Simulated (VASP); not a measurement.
# Cu in VASP: relaxation of the atoms with PBE

Aim: the relaxation of the atoms of Cu with PBE.

Everything below comes from runs of VASP 6.6.1. Logs are shortened: lines on timing, memory, paths and dates and some standing lists are left out, and cuts for length are marked.

**1. The cell of the first run**

The cell holds a slab with vacuum, 3 atoms: a = 2.567 Å, b = 2.567 Å, c = 20.191 Å, α = 90.00°, β = 90.00°, γ = 120.00°.

**2. Relaxation of the atoms, PBE**

INCAR

```
ALGO = Normal
DIPOL = 0.5 0.5 0.500
EDIFF = 1E-7
EDIFFG = -0.01
ENCUT = 520
GGA = PE
IBRION = 2
IDIPOL = 3
ISIF = 2
ISMEAR = -1
LASPH = T
LCHARG = F
LDIPOL = T
LREAL = F
LWAVE = F
NELM = 80
NSW = 60
PREC = Accurate
SIGMA = 0.1
```

KPOINTS

```
k-points
0
Gamma
  15 15 1
```

POSCAR

```
Cu
1.0
    2.5665139637      0.0000000000      0.0000000000
   -1.2832569818      2.2226662917      0.0000000000
    0.0000000000      0.0000000000     20.1911000000
Cu
3
Direct
    0.1666666665      0.3333333335      0.3962141798
    0.5000000005      0.9999999995      0.4999999997
    0.8333333335      0.6666666665      0.6037858202
```

Potentials or basis: VASP PAW PBE potentials, release 64 (Cu).

Command:

```sh
cat potpaw_PBE.64/Cu/POTCAR > POTCAR
mpirun -np 1 vasp_std > vasp.out
```

OUTCAR:

```text
EDIFF = 1E-7
   EDIFFG = -0.01
   ENCUT = 520
   GGA = PE
   IBRION = 2
   ISIF = 2
   ISMEAR = -1
   LASPH = T
   LREAL = F
   NELM = 80
   NSW = 60
   PREC = Accurate

 ion  position               nearest neighbor table
   1  0.167  0.333  0.396-   2 2.57   2 2.57   2 2.57
   2  0.500  1.000  0.500-   1 2.57   1 2.57   1 2.57   3 2.57   3 2.57   3 2.57
   3  0.833  0.667  0.604-   2 2.57   2 2.57   2 2.57

  LATTYP: Found a hexagonal cell.
 ALAT       =     2.5665139637
 C/A-ratio  =     7.8671303899

  Lattice vectors:

 A1 = (   2.5665139637,   0.0000000000,   0.0000000000)
 A2 = (  -1.2832569818,   2.2226662917,   0.0000000000)
 A3 = (   0.0000000000,   0.0000000000,  20.1911000000)

Analysis of symmetry for initial positions (statically):
=====================================================================
 Subroutine PRICEL returns:
 Original cell was already a primitive cell.

 Routine SETGRP: Setting up the symmetry group for a
 hexagonal supercell.

 Subroutine GETGRP returns: Found 12 space group operations
 (whereof  4 operations were pure point group operations)
 out of a pool of 24 trial point group operations.

The static configuration has the point symmetry C_2h.
 The point group associated with its full space group is D_3d.

Analysis of symmetry for dynamics (positions and initial velocities):
=====================================================================
 Subroutine PRICEL returns:
 Original cell was already a primitive cell.

 Routine SETGRP: Setting up the symmetry group for a
 hexagonal supercell.

 Subroutine GETGRP returns: Found 12 space group operations
 (whereof  4 operations were pure point group operations)
 out of a pool of 24 trial point group operations.

The dynamic configuration has the point symmetry C_2h.
 The point group associated with its full space group is D_3d.

 Subroutine INISYM returns: Found 12 space group operations
 (whereof  4 operations are pure point group operations),
 and found     1 'primitive' translations

----------------------------------------------------------------------------------------

                                     Primitive cell

  volume of cell :     115.1802

  direct lattice vectors                    reciprocal lattice vectors
     2.566513964  0.000000000  0.000000000     0.389633571  0.224955047  0.000000000
    -1.283256982  2.222666292  0.000000000     0.000000000  0.449910094  0.000000000
     0.000000000  0.000000000 20.191100000     0.000000000  0.000000000  0.049526772

  length of vectors
     2.566513964  2.566513964 20.191100000     0.449910094  0.449910094  0.049526772

  position of ions in fractional coordinates (direct lattice)
     0.166666666  0.333333334  0.396214180
     0.500000001  0.999999999  0.500000000
     0.833333334  0.666666666  0.603785820

  ion indices of the primitive-cell ions
   primitive index   ion index
                 1           1
                 2           2
                 3           3

----------------------------------------------------------------------------------------

 KPOINTS: k-points

Automatic generation of k-mesh.
 Grid dimensions read from file:
 generate k-points for:   15   15    1

 Generating k-lattice:

  Cartesian coordinates                     Fractional coordinates (reciprocal lattice)
     0.025975571  0.014997003  0.000000000     0.066666667  0.000000000  0.000000000
     0.000000000  0.029994006  0.000000000     0.000000000  0.066666667  0.000000000
     0.000000000  0.000000000  0.049526772     0.000000000  0.000000000  1.000000000

  Length of vectors
     0.029994006  0.029994006  0.049526772

  Shift w.r.t. Gamma in fractional coordinates (k-lattice)
     0.000000000  0.000000000  0.000000000

 Subroutine IBZKPT returns following result:
 ===========================================

 Found     27 irreducible k-points:

 Following reciprocal coordinates:
            Coordinates               Weight
  0.000000  0.000000  0.000000      1.000000
  0.066667  0.000000  0.000000      6.000000
  0.133333  0.000000  0.000000      6.000000
  0.200000  0.000000  0.000000      6.000000
  0.266667  0.000000  0.000000      6.000000
  0.333333  0.000000  0.000000      6.000000
[... 16 lines left out ...]
  0.333333  0.200000  0.000000     12.000000
  0.400000  0.200000  0.000000      6.000000
 [... further k-points ...]
   k-points           NKPTS =     27   k-points in BZ     NKDIM =     27   number of bands    NBANDS=     20
   number of dos      NEDOS =    301   number of ions     NIONS =      3
   total plane-waves  NPLWV =  60000
   dimension x,y,z NGX =    20 NGY =   20 NGZ =  150
   dimension x,y,z NGXF=    40 NGYF=   40 NGZF=  300
   ions per type =               3
   NGX,Y,Z   is equivalent  to a cutoff of  12.95, 12.95, 12.35 a.u.
   NGXF,Y,Z  is equivalent  to a cutoff of  25.91, 25.91, 24.70 a.u.
 SYSTEM =  unknown system
   PREC   = accura    normal or accurate (medium, high low for compatibility)
   ISTART =      0    job   : 0-new  1-cont  2-samecut
   ICHARG =      2    charge: 1-file 2-atom 10-const
   ISPIN  =      1    spin polarized calculation?
   LNONCOLLINEAR =      F non collinear calculations
   LSORBIT =      F    spin-orbit coupling
   LASPH  =      T    aspherical Exc in radial PAW
   ENCUT  =  520.0 eV  38.22 Ry    6.18 a.u.   4.77  4.77 37.54*2*pi/ulx,y,z
   NELM   =     80;   NELMIN=  2; NELMDL= -5     # of ELM steps
   EDIFF  = 0.1E-06   stopping-criterion for ELM
   LREAL  =      F    real-space projection
   EDIFFG = -.1E-01   stopping-criterion for IOM
   NSW    =     60    number of steps for IOM
   IBRION =      2    ionic relax: 0-MD 1-quasi-New 2-CG
   NFREE  =      1    steps in history (QN), initial steepest desc. (CG)
   ISIF   =      2    stress and relaxation
   ISYM   =      2    0-nonsym 1-usesym 2-fastsym
   POTIM  = 0.5000    time-step for ionic-motion
   TEBEG  =    0.0;   TEEND  =   0.0 temperature during run
   PSTRESS=    0.0 pullay stress
   NELECT =      33.0000    total number of electrons
   NUPDOWN=      -1.0000    fix difference up-down
   EMIN   =  10.00;   EMAX   =-10.00  energy-range for DOS
   EFERMI =   0.00;   METHOD = LEGACY
   ISMEAR =    -1;   SIGMA  =   0.10  broadening in eV -4-tet -1-fermi 0-gaus
   EFERMI_NEDOS =   21; number of points for ismear=-14 and -15
   IALGO  =     38    algorithm
   IMIX   =      4    mixing-type and parameters
     AMIX     =   0.40;   BMIX     =  1.00
     AMIX_MAG =   1.60;   BMIX_MAG =  1.00
  volume/ion in A,a.u.               =      38.39       259.09
  Fermi-wavevector in a.u.,A,eV,Ry     =   1.079245  2.039478 15.847665  1.164771
  Thomas-Fermi vector in A             =   2.215205
   LORBIT       =      0    0 simple, 1 ext, 2 COOP (PROOUT), +10 PAW based schemes
   GGA     = PE    functional components
   LHFCALC =     F    Hartree Fock is set to
   AEXX    =    0.0000 exact exchange contribution
   IVDW    =     0    specifies the selected vdW correction
   LEPSILON=     F    determine dielectric tensor
   LRPA    =     F    only Hartree local field effects (RPA)
 conjugate gradient relaxation of ions
 non-spin polarized calculation
  energy-cutoff  :      520.00
  volume of cell :      115.18
 maximum number of plane-waves:      3126
 NGX is ok and might be reduce to    20
   NGX =  9   NGY =  9   NGZ = 75

 dipolmoment           0.000000      0.000000     -0.000000 electrons x Angstroem

--------------------------------------- Ionic step        1  -------------------------------------------

 number of electron      33.0000002 magnetization

 Free energy of the ion-electron system (eV)
  ---------------------------------------------------
  ext. energy  EPLUGINS =         0.00000000
  ---------------------------------------------------
  free energy    TOTEN  =       -10.29892961 eV

  energy without entropy =      -10.27963913  energy(sigma->0) =      -10.28928437

------------------------ aborting loop because EDIFF is reached ----------------------------------------

  FORCE on cell =-STRESS in cart. coord.  units (eV):
  Direction    XX          YY          ZZ          XY          YZ          ZX
  --------------------------------------------------------------------------------------
  -------------------------------------------------------------------------------------
  Total       -1.1745973     -1.1745973     -0.3565023     -0.0000000      0.0000000     -0.0000000
  in kB      -16.3388584    -16.3388584     -4.9590106     -0.0000000      0.0000000     -0.0000000
  external PRESSURE =     -12.5455758 kB  Pullay stress =       0.0000000 kB
[... 133 lines left out ...]
  energy  without entropy=      -10.2805223312  energy(sigma->0) =      -10.29009883

--------------------------------------- Ionic step        5  -------------------------------------------

 number of electron      33.0000002 magnetization

 dipolmoment           0.000000      0.000000      0.000000 electrons x Angstroem

 Free energy of the ion-electron system (eV)
  ---------------------------------------------------
  ext. energy  EPLUGINS =         0.00000000
  ---------------------------------------------------
  free energy    TOTEN  =       -10.30053777 eV

  energy without entropy =      -10.28142763  energy(sigma->0) =      -10.29098270

 E-fermi :  -0.8565     XC(G=0):  -4.8404

 val. band max:       -0.9303686154   @ k =   0.0000   0.0000   0.0000
 cond. band min:      -0.7680755714   @ k =   0.1333   0.1333   0.0000
 fundamental gap:      0.1622930440
 Fermi energy:        -0.8564956775

 k-point     1 :       0.0000    0.0000    0.0000
  band No.  band energies     occupation
      1      -9.4756      2.00000
      2      -7.4952      2.00000
      3      -6.0065      2.00000
      4      -3.8555      2.00000
      5      -3.8399      2.00000
      6      -3.8399      2.00000
[... 12 lines left out ...]
     19      -0.9304      1.35344
[... 513 lines left out ...]
      4      -4.5604      2.00000
      5      -4.2652      2.00000
      6      -4.0852      2.00000
[... 12 lines left out ...]
     19       4.0519      0.00000
     20       5.5195      0.00000

 [... further k-points ...]

------------------------ aborting loop because EDIFF is reached ----------------------------------------

 vacuum level on the upper side and lower side of the slab       (xc-potential included)        -0.119        -0.119

  FORCE on cell =-STRESS in cart. coord.  units (eV):
  Direction    XX          YY          ZZ          XY          YZ          ZX
  --------------------------------------------------------------------------------------
  -------------------------------------------------------------------------------------
  Total       -1.0584657     -1.0584657     -0.0255424     -0.0000000     -0.0000000      0.0000000
  in kB      -14.7234468    -14.7234468     -0.3552988     -0.0000000     -0.0000000      0.0000000
  external PRESSURE =      -9.9340641 kB  Pullay stress =       0.0000000 kB

 VOLUME and BASIS-vectors are now :
 -----------------------------------------------------------------------------
  energy-cutoff  :      520.00
  volume of cell :      115.18
      direct lattice vectors                 reciprocal lattice vectors
     2.566513964  0.000000000  0.000000000     0.389633571  0.224955047  0.000000000
    -1.283256982  2.222666292  0.000000000     0.000000000  0.449910094  0.000000000
     0.000000000  0.000000000 20.191100000     0.000000000  0.000000000  0.049526772
[... 9 lines left out ...]
  FREE ENERGIE OF THE ION-ELECTRON SYSTEM (eV)
  ---------------------------------------------------
  free  energy   TOTEN  =       -10.3005377689 eV

  energy  without entropy=      -10.2814276276  energy(sigma->0) =      -10.29098270

 reached required accuracy - stopping structural energy minimisation

 vacuum level on the upper side and lower side of the slab         3.744         3.744
```

It took 3.4 min on 1 thread of Intel Xeon Platinum 8375C at 2.90GHz (Ice Lake), shared host; peak memory 0.26 GiB.

Results:

- Free energy: -10.3005 eV
- Energy gained by relaxing: 0.5 meV/atom
- Ionic steps: 5

The path:
| step | energy change (eV) | largest force (eV/Å) | pressure (GPa) |
| --- | --- | --- | --- |
| 1 | 0.0000 | 0.0789 | -1.25 |
| 2 | -0.0005 | 0.0644 | -1.20 |
| 3 | -0.0015 | 0.0240 | -1.07 |
| 4 | -0.0007 | 0.0616 | -0.79 |
| 5 | -0.0016 | 0.0011 | -0.99 |

Final structure:
```xyz
3
Lattice="2.5665 0.0000 0.0000 -1.2833 2.2227 0.0000 0.0000 0.0000 20.1911" Properties=species:S:1:pos:R:3 pbc="T T T"
Cu    0.0000    0.7409    8.0197
Cu    0.0000    2.2227   10.0955
Cu    1.2833    1.4818   12.1714
```
